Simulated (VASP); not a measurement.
# SiC (Moissanite 3C) (F-43m) in VASP: a series of runs

SiC (Moissanite 3C) is run at these levels: LDA, r2SCAN; tasks: relaxation of cell and atoms, relaxation of the atoms.

Everything below comes from runs of VASP 6.6.1. Logs are shortened: lines on timing, memory, paths and dates and some standing lists are left out, and cuts for length are marked.

### Step 1. The cell of the first run

It takes space group F-43m (No. 216, cubic). The conventional cell has a = 4.358 Å, b = 4.358 Å, c = 4.358 Å, α = 90.00°, β = 90.00°, γ = 90.00°. Within 2.5 Å of Si (site symmetry -43m) lie 4 C at 1.89 Å. Within 2.5 Å of C (site symmetry -43m) lie 4 Si at 1.89 Å.

### Step 2. Relaxation of cell and atoms, LDA

Contents of INCAR:

```
PREC     = Accurate       # precision mode
ENCUT    = 600            # plane-wave cutoff, eV
EDIFF    = 1E-6           # SCF threshold, eV
ISMEAR   = -1             # smearing method
SIGMA    = 0.02           # smearing width, eV
LREAL    = False          # projectors in reciprocal space
LASPH    = True           # aspherical terms in the spheres
NELM     = 80             # most SCF steps
ALGO     = Normal         # electronic algorithm
ISIF     = 3              # what is computed and relaxed
LWAVE    = False          # write WAVECAR
LCHARG   = False          # write CHGCAR
GGA      = CA             # functional
IBRION   = 2              # ionic algorithm
NSW      = 80             # ionic steps
EDIFFG   = -0.01          # ionic threshold
```

Contents of KPOINTS:

```
Automatic mesh
0
Gamma
  10 10 10
```

Contents of POSCAR:

```
SiC
1.0
    0.0000000000      2.1790000000      2.1790000000
    2.1790000000      0.0000000000      2.1790000000
    2.1790000000      2.1790000000      0.0000000000
Si C
1 1
Direct
    0.0000000000      0.0000000000      0.0000000000
    0.2500000000      0.2500000000      0.2500000000
```

Potentials or basis: VASP PAW LDA potentials, release 64 (Si, C).

Run with:

```
> cat potpaw_LDA.64/Si/POTCAR potpaw_LDA.64/C/POTCAR > POTCAR
> mpirun -np 1 vasp_std > vasp.out
```

OUTCAR:

```text
PREC = Accurate
   ENCUT = 600
   EDIFF = 1E-6
   ISMEAR = -1
   LREAL = False
   LASPH = True
   NELM = 80
   ISIF = 3
   GGA = CA
   IBRION = 2
   NSW = 80
   EDIFFG = -0.01

 ion  position               nearest neighbor table
   1  0.000  0.000  0.000-   2 1.89   2 1.89   2 1.89   2 1.89
   2  0.250  0.250  0.250-   1 1.89   1 1.89   1 1.89   1 1.89

  LATTYP: Found a face centered cubic cell.
 ALAT       =     4.3580000000

  Lattice vectors:

 A1 = (   0.0000000000,   2.1790000000,   2.1790000000)
 A2 = (   2.1790000000,   0.0000000000,   2.1790000000)
 A3 = (   2.1790000000,   2.1790000000,   0.0000000000)

Analysis of symmetry for initial positions (statically):
=====================================================================
 Subroutine PRICEL returns:
 Original cell was already a primitive cell.

 Routine SETGRP: Setting up the symmetry group for a
 face centered cubic supercell.

 Subroutine GETGRP returns: Found 24 space group operations
 (whereof 24 operations were pure point group operations)
 out of a pool of 48 trial point group operations.

The static configuration has the point symmetry T_d .

Analysis of symmetry for dynamics (positions and initial velocities):
=====================================================================
 Subroutine PRICEL returns:
 Original cell was already a primitive cell.

 Routine SETGRP: Setting up the symmetry group for a
 face centered cubic supercell.

 Subroutine GETGRP returns: Found 24 space group operations
 (whereof 24 operations were pure point group operations)
 out of a pool of 48 trial point group operations.

The dynamic configuration has the point symmetry T_d .

 Subroutine INISYM returns: Found 24 space group operations
 (whereof 24 operations are pure point group operations),
 and found     1 'primitive' translations

----------------------------------------------------------------------------------------

                                     Primitive cell

  volume of cell :      20.6920

  direct lattice vectors                    reciprocal lattice vectors
     0.000000000  2.179000000  2.179000000    -0.229463056  0.229463056  0.229463056
     2.179000000  0.000000000  2.179000000     0.229463056 -0.229463056  0.229463056
     2.179000000  2.179000000  0.000000000     0.229463056  0.229463056 -0.229463056

  length of vectors
     3.081571352  3.081571352  3.081571352     0.397441672  0.397441672  0.397441672

  position of ions in fractional coordinates (direct lattice)
     0.000000000  0.000000000  0.000000000
     0.250000000  0.250000000  0.250000000

  ion indices of the primitive-cell ions
   primitive index   ion index
                 1           1
                 2           2

----------------------------------------------------------------------------------------

 KPOINTS: Automatic mesh

Automatic generation of k-mesh.
 Grid dimensions read from file:
 generate k-points for:   10   10   10

 Generating k-lattice:

  Cartesian coordinates                     Fractional coordinates (reciprocal lattice)
    -0.022946306  0.022946306  0.022946306     0.100000000  0.000000000  0.000000000
     0.022946306 -0.022946306  0.022946306     0.000000000  0.100000000  0.000000000
     0.022946306  0.022946306 -0.022946306     0.000000000  0.000000000  0.100000000

  Length of vectors
     0.039744167  0.039744167  0.039744167

  Shift w.r.t. Gamma in fractional coordinates (k-lattice)
     0.000000000  0.000000000  0.000000000

 Subroutine IBZKPT returns following result:
 ===========================================

 Found     47 irreducible k-points:

 Following reciprocal coordinates:
            Coordinates               Weight
  0.000000  0.000000  0.000000      1.000000
  0.100000  0.000000  0.000000      8.000000
  0.200000  0.000000  0.000000      8.000000
  0.300000  0.000000  0.000000      8.000000
  0.400000  0.000000  0.000000      8.000000
  0.500000  0.000000  0.000000      4.000000
[... 16 lines left out ...]
  0.300000  0.300000  0.000000      6.000000
  0.400000  0.300000  0.000000     24.000000
 [... further k-points ...]
   k-points           NKPTS =     47   k-points in BZ     NKDIM =     47   number of bands    NBANDS=      8
   number of dos      NEDOS =    301   number of ions     NIONS =      2
   total plane-waves  NPLWV =  21952
   dimension x,y,z NGX =    28 NGY =   28 NGZ =   28
   dimension x,y,z NGXF=    56 NGYF=   56 NGZF=   56
   ions per type =               1   1
   NGX,Y,Z   is equivalent  to a cutoff of  15.11, 15.11, 15.11 a.u.
   NGXF,Y,Z  is equivalent  to a cutoff of  30.21, 30.21, 30.21 a.u.
 SYSTEM =  unknown system
   PREC   = accura    normal or accurate (medium, high low for compatibility)
   ISTART =      0    job   : 0-new  1-cont  2-samecut
   ICHARG =      2    charge: 1-file 2-atom 10-const
   ISPIN  =      1    spin polarized calculation?
   LNONCOLLINEAR =      F non collinear calculations
   LSORBIT =      F    spin-orbit coupling
   LASPH  =      T    aspherical Exc in radial PAW
   ENCUT  =  600.0 eV  44.10 Ry    6.64 a.u.   6.15  6.15  6.15*2*pi/ulx,y,z
   NELM   =     80;   NELMIN=  2; NELMDL= -5     # of ELM steps
   EDIFF  = 0.1E-05   stopping-criterion for ELM
   LREAL  =      F    real-space projection
   EDIFFG = -.1E-01   stopping-criterion for IOM
   NSW    =     80    number of steps for IOM
   IBRION =      2    ionic relax: 0-MD 1-quasi-New 2-CG
   NFREE  =      1    steps in history (QN), initial steepest desc. (CG)
   ISIF   =      3    stress and relaxation
   ISYM   =      2    0-nonsym 1-usesym 2-fastsym
   POTIM  = 0.5000    time-step for ionic-motion
   TEBEG  =    0.0;   TEEND  =   0.0 temperature during run
   PSTRESS=    0.0 pullay stress
   NELECT =       8.0000    total number of electrons
   NUPDOWN=      -1.0000    fix difference up-down
   EMIN   =  10.00;   EMAX   =-10.00  energy-range for DOS
   EFERMI =   0.00;   METHOD = LEGACY
   ISMEAR =    -1;   SIGMA  =   0.02  broadening in eV -4-tet -1-fermi 0-gaus
   EFERMI_NEDOS =   21; number of points for ismear=-14 and -15
   IALGO  =     38    algorithm
   IMIX   =      4    mixing-type and parameters
     AMIX     =   0.40;   BMIX     =  1.00
     AMIX_MAG =   1.60;   BMIX_MAG =  1.00
  volume/ion in A,a.u.               =      10.35        69.82
  Fermi-wavevector in a.u.,A,eV,Ry     =   1.192626  2.253736 19.352338  1.422357
  Thomas-Fermi vector in A             =   2.328660
   LORBIT       =      0    0 simple, 1 ext, 2 COOP (PROOUT), +10 PAW based schemes
   GGA     = CA    functional components
   LHFCALC =     F    Hartree Fock is set to
   AEXX    =    0.0000 exact exchange contribution
   IVDW    =     0    specifies the selected vdW correction
   LEPSILON=     F    determine dielectric tensor
   LRPA    =     F    only Hartree local field effects (RPA)
 conjugate gradient relaxation of ions
 non-spin polarized calculation
  energy-cutoff  :      600.00
  volume of cell :       20.69
 maximum number of plane-waves:       701
 NGX is ok and might be reduce to    28
   NGX = 13   NGY = 13   NGZ = 13

--------------------------------------- Ionic step        1  -------------------------------------------

 number of electron       8.0000000 magnetization

 Free energy of the ion-electron system (eV)
  ---------------------------------------------------
  ext. energy  EPLUGINS =         0.00000000
  ---------------------------------------------------
  free energy    TOTEN  =       -16.63997383 eV

  energy without entropy =      -16.63997383  energy(sigma->0) =      -16.63997383

------------------------ aborting loop because EDIFF is reached ----------------------------------------

  FORCE on cell =-STRESS in cart. coord.  units (eV):
  Direction    XX          YY          ZZ          XY          YZ          ZX
  --------------------------------------------------------------------------------------
  -------------------------------------------------------------------------------------
  Total       -0.5395849     -0.5395849     -0.5395849     -0.0000000      0.0000000     -0.0000000
  in kB      -41.7800203    -41.7800203    -41.7800203     -0.0000000      0.0000000     -0.0000000
  external PRESSURE =     -41.7800203 kB  Pullay stress =       0.0000000 kB

 VOLUME and BASIS-vectors are now :
 -----------------------------------------------------------------------------
  energy-cutoff  :      600.00
  volume of cell :       20.69
      direct lattice vectors                 reciprocal lattice vectors
     0.000000000  2.179000000  2.179000000    -0.229463056  0.229463056  0.229463056
     2.179000000  0.000000000  2.179000000     0.229463056 -0.229463056  0.229463056
     2.179000000  2.179000000  0.000000000     0.229463056  0.229463056 -0.229463056
[... 37 lines left out ...]
 POSITION                                       TOTAL-FORCE (eV/Angst)
 -----------------------------------------------------------------------------------
      2.15064      0.00000      2.15064         0.000000      0.000000     -0.000000
      1.07532      1.07532      1.07532        -0.000000     -0.000000      0.000000
 -----------------------------------------------------------------------------------
    total drift:                               -0.000000     -0.000000     -0.000000

  FREE ENERGIE OF THE ION-ELECTRON SYSTEM (eV)
  ---------------------------------------------------
  free  energy   TOTEN  =       -16.6391086158 eV

  energy  without entropy=      -16.6391086158  energy(sigma->0) =      -16.63910862

--------------------------------------- Ionic step        3  -------------------------------------------

 number of electron       8.0000000 magnetization

 Free energy of the ion-electron system (eV)
  ---------------------------------------------------
  ext. energy  EPLUGINS =         0.00000000
  ---------------------------------------------------
  free energy    TOTEN  =       -16.64514538 eV

  energy without entropy =      -16.64514538  energy(sigma->0) =      -16.64514538

 E-fermi :   8.6544     XC(G=0): -11.6373

 val. band max:        8.2777736328   @ k =   0.0000   0.0000   0.0000
 cond. band min:       9.5667635582   @ k =   0.5000   0.5000   0.0000
 fundamental gap:      1.2889899254
 Fermi energy:         8.6544070270

 k-point     1 :       0.0000    0.0000    0.0000
  band No.  band energies     occupation
      1      -7.1865      2.00000
      2       8.2778      2.00000
      3       8.2778      2.00000
      4       8.2778      2.00000
      5      14.7931      0.00000
      6      15.6018      0.00000
      7      15.6018      0.00000
      8      15.6018      0.00000

 k-point     2 :       0.1000    0.0000    0.0000
  band No.  band energies     occupation
      1      -6.9875      2.00000
      2       7.2772      2.00000
      3       8.1428      2.00000
      4       8.1428      2.00000
      5      14.9656      0.00000
      6      15.8466      0.00000
      7      15.8466      0.00000
      8      15.9374      0.00000
[... 221 lines left out ...]
 k-point    23 :       0.3000    0.3000    0.0000
  band No.  band energies     occupation
      1      -4.8673      2.00000
      2       3.9671      2.00000
      3       5.8810      2.00000
      4       5.8810      2.00000
      5      11.4024      0.00000
      6      13.8467      0.00000
      7      19.8426      0.00000
      8      19.8426      0.00000

 k-point    24 :       0.4000    0.3000    0.0000
  band No.  band energies     occupation
      1      -3.9738      2.00000
      2       2.7223      2.00000
      3       5.0745      2.00000
      4       5.6158      2.00000
      5      11.0961      0.00000
      6      13.8590      0.00000
      7      19.9649      0.00000
      8      20.2352      0.00000

 [... further k-points ...]

------------------------ aborting loop because EDIFF is reached ----------------------------------------

  FORCE on cell =-STRESS in cart. coord.  units (eV):
  Direction    XX          YY          ZZ          XY          YZ          ZX
  --------------------------------------------------------------------------------------
  -------------------------------------------------------------------------------------
  Total       -0.0020015     -0.0020015     -0.0020015     -0.0000000     -0.0000000      0.0000000
  in kB       -0.1579390     -0.1579390     -0.1579390     -0.0000000     -0.0000000      0.0000000
  external PRESSURE =      -0.1579390 kB  Pullay stress =       0.0000000 kB

 VOLUME and BASIS-vectors are now :
 -----------------------------------------------------------------------------
  energy-cutoff  :      600.00
  volume of cell :       20.30
      direct lattice vectors                 reciprocal lattice vectors
    -0.000000000  2.165275373  2.165275373    -0.230917511  0.230917511  0.230917511
     2.165275373  0.000000000  2.165275373     0.230917511 -0.230917511  0.230917511
     2.165275373  2.165275373 -0.000000000     0.230917511  0.230917511 -0.230917511

 POSITION                                       TOTAL-FORCE (eV/Angst)
 -----------------------------------------------------------------------------------
      0.00000      0.00000      0.00000         0.000000      0.000000     -0.000000
      1.08264      1.08264      1.08264        -0.000000     -0.000000      0.000000
 -----------------------------------------------------------------------------------
    total drift:                               -0.000000     -0.000000     -0.000000

  FREE ENERGIE OF THE ION-ELECTRON SYSTEM (eV)
  ---------------------------------------------------
  free  energy   TOTEN  =       -16.6451453838 eV

  energy  without entropy=      -16.6451453838  energy(sigma->0) =      -16.64514538

 reached required accuracy - stopping structural energy minimisation
```

Run time: 13 s. Hardware: 1 thread of Intel Xeon 6975P-C, shared host; peak memory 0.14 GiB.

What came out:

| Property | Result |
| --- | --- |
| Free energy | -16.6451 eV |
| Relaxed volume | 10.15 Å³/atom |
| Relaxed cell | a = 3.062 Å, b = 3.062 Å, c = 3.062 Å, α = 60.00°, β = 60.00°, γ = 60.00° |
| Space group after relaxing (to 0.05 Å) | F-43m (No. 216) |
| Energy gained by relaxing | 2.6 meV/atom |
| Ionic steps | 3 |
| Pressure after relaxing | 0.0 GPa |
| Band gap on the k mesh | 1.29 eV, indirect (least direct gap 4.52 eV) |

Step by step:
```tsv
step	energy change (eV)	largest force (eV/Å)	pressure (GPa)	volume (Å³)
1	0.0000	0.0000	-4.18	20.69
2	0.0009	0.0000	4.83	19.89
3	-0.0052	0.0000	-0.02	20.30
```

Final structure:
```
Si C
1.0
     0.00000    2.16528    2.16528
     2.16528    0.00000    2.16528
     2.16528    2.16528    0.00000
Si C
1 1
Direct
  0.00000 0.00000 0.00000
  0.25000 0.25000 0.25000
```

Levels at points of the mesh, in eV from the valence-band top:
| k point | band 1 | band 2 | band 3 | band 4 | band 5 | band 6 | band 7 | band 8 |
| --- | --- | --- | --- | --- | --- | --- | --- | --- |
| (0.00, 0.00, 0.00) | -15.46 | 0.00 | 0.00 | 0.00 | 6.52 | 7.32 | 7.32 | 7.32 |
| (0.50, 0.00, 0.00) | -11.77 | -8.66 | -1.06 | -1.06 | 5.56 | 7.21 | 7.21 | 10.02 |
| (0.50, 0.50, 0.00) | -10.27 | -7.87 | -3.23 | -3.23 | 1.29 | 4.26 | 14.05 | 14.05 |

A k mesh can miss the band edges. LDA gaps usually lie below the measured ones, often by a third to a half.

(Continued in part 2 of 2.)
